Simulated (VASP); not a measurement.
**Tl: single point with r2SCAN**

Tl:

```
Tl
1.0
     4.01897    2.32035    6.85396
    -4.01897    2.32035    6.85396
     0.00000   -4.64071    6.85396
Tl
12
Direct
  0.01019 0.65361 0.01019
  0.01019 0.01019 0.65361
  0.65361 0.01019 0.01019
  0.98981 0.34639 0.98981
  0.34639 0.98981 0.98981
  0.98981 0.98981 0.34639
  0.22118 0.63060 0.22118
  0.22118 0.22118 0.63060
  0.63060 0.22118 0.22118
  0.77882 0.36940 0.77882
  0.36940 0.77882 0.77882
  0.77882 0.77882 0.36940
```

```yaml
Program: VASP 6.6.1
Task: single point
Functional: r2SCAN
Potentials_or_basis: VASP PAW PBE potentials, release 64 (Tl_d)
Cutoff: 520 eV
k_mesh: 3 × 3 × 3
Occupations: gaussian, width 0.1 eV
Spin: no spin polarisation
Dipole_correction: no
Further_INCAR_settings: ALGO = Normal; EDIFF = 1e-06; NBANDS = 90
```

```yaml
Pressure: 9.7 GPa
Largest_force: 1.998 eV/Å
Band_gap_on_the_k_mesh: zero (bands 78 and 79 overlap by 1.39 eV)
```

Forces on the atoms (eV/Å):
```
Tl   0.891 -0.514 -0.615
Tl   0.000  1.028 -0.615
Tl  -0.891 -0.514 -0.615
Tl  -0.891  0.514  0.615
Tl   0.891  0.514  0.615
Tl   0.000 -1.028  0.615
Tl   1.688 -0.975  0.437
Tl   0.000  1.950  0.437
Tl  -1.688 -0.975  0.437
Tl  -1.688  0.975 -0.437
Tl   1.688  0.975 -0.437
Tl   0.000 -1.950 -0.437
```

Stress tensor (GPa, compression positive):
```
 9.19  0.00  0.00
 0.00  9.19  0.00
 0.00  0.00 10.84
```

Levels at points of the mesh, in eV from the Fermi level:
```tsv
k point	band 75	band 76	band 77	band 78	band 79	band 80	band 81	band 82
(0.00, 0.00, 0.00)	-1.11	-1.11	0.00	0.00	0.25	0.95	2.08	2.85
```

Wall time 9.8 min on 1 thread of Intel(R) Xeon(R) Platinum 8559C (Emerald Rapids) (shared host), peak memory 0.64 GiB.

Caveat: the cell stands under pressure; the PAW data sets were made with another functional, which shifts forces and pressure a little; spin-orbit coupling is left out, which moves the levels of the heavy elements.
